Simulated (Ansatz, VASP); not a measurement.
## Al2Cu in VASP and in Ansatz

Contents of INCAR:

```
SYSTEM = Al2Cu
PREC = Accurate
ENCUT = 600
EDIFF = 1E-6
ISMEAR = 0
SIGMA = 0.1
LREAL = .FALSE.
LASPH = .TRUE.
NELM = 100
ALGO = Fast
ISIF = 3
LWAVE = .FALSE.
LCHARG = .FALSE.
GGA = PE
IVDW = 12
IBRION = 2
NSW = 100
EDIFFG = -0.002
```

KPOINTS

```
regular mesh
0
G
  10 10 10
  0 0 0
```

File POSCAR:

```
Al2Cu
1.0
   -2.9988978300      2.9988978300      2.3927372900
    2.9988978300     -2.9988978300      2.3927372900
    2.9988978300      2.9988978300     -2.3927372900
Al Cu
4 2
Direct
    0.3413930800      0.1586069200      0.5000000000
    0.1586069200      0.6586069200      0.8172138400
    0.8413930800      0.3413930800      0.1827861600
    0.6586069200      0.8413930800      0.5000000000
    0.7500000000      0.7500000000      0.0000000000
    0.2500000000      0.2500000000      0.0000000000
```

Input for Ansatz:

```yaml
crystal:
  lattice:
    - [-2.99889783, 2.99889783, 2.39273729]
    - [2.99889783, -2.99889783, 2.39273729]
    - [2.99889783, 2.99889783, -2.39273729]
  atoms:
    - { symbol: Al, position: [0.34139308, 0.15860692, 0.5] }
    - { symbol: Al, position: [0.15860692, 0.65860692, 0.81721384] }
    - { symbol: Al, position: [0.84139308, 0.34139308, 0.18278616] }
    - { symbol: Al, position: [0.65860692, 0.84139308, 0.5] }
    - { symbol: Cu, position: [0.75, 0.75, 0.0] }
    - { symbol: Cu, position: [0.25, 0.25, 0.0] }
basis:
  ecutwfc: 420
kpoints:
  mp_grid: { grid: [10, 10, 10] }
hamiltonian:
  xc: pbe
  dispersion: d3bj
  pseudopotentials: { kind: paw, azcp: { folder: soft_1 } }
scf:
  occupations: { method: gaussian, width: 0.1 }
output:
  forces: true
  stress: true
  eigenvalues: true
relax:
  adjacent_minimum: "off"
  f_tol: 0.002
  max_steps: 80
  cell: { stress_tol: 0.02 }
```

Alike in both runs: task relaxation of cell and atoms; functional PBE; dispersion D3(BJ); k mesh 10 × 10 × 10; occupations gaussian, width 0.1 eV; no spin polarisation.

|  | VASP | Ansatz |
| --- | --- | --- |
| version | VASP 6.6.1 | Ansatz 0.2.0 |
| potentials or method | VASP PAW PBE potentials, release 64 (Al, Cu), cutoff 600 eV | scalar-relativistic, plane waves, PAW |
| valence electrons in the cell | 34 | 50 |

|  | VASP | Ansatz | Ansatz less VASP |
| --- | --- | --- | --- |
| gap on the k mesh at the Fermi level, each at its own relaxed structure (eV) | none | none | - |
| relaxed volume (Å³/atom) | 14.28 | 14.26 | -0.024 |
| relaxed length of the cell vector where the two differ most in proportion (Å) | 4.857 | 4.855 | -0.0027 |

A gap of «none» marks a metal or a gap that the smearing closes. VASP's potentials hold 34 valence electrons a cell and Ansatz's 50, so a difference there can come from the potentials and not from the codes.
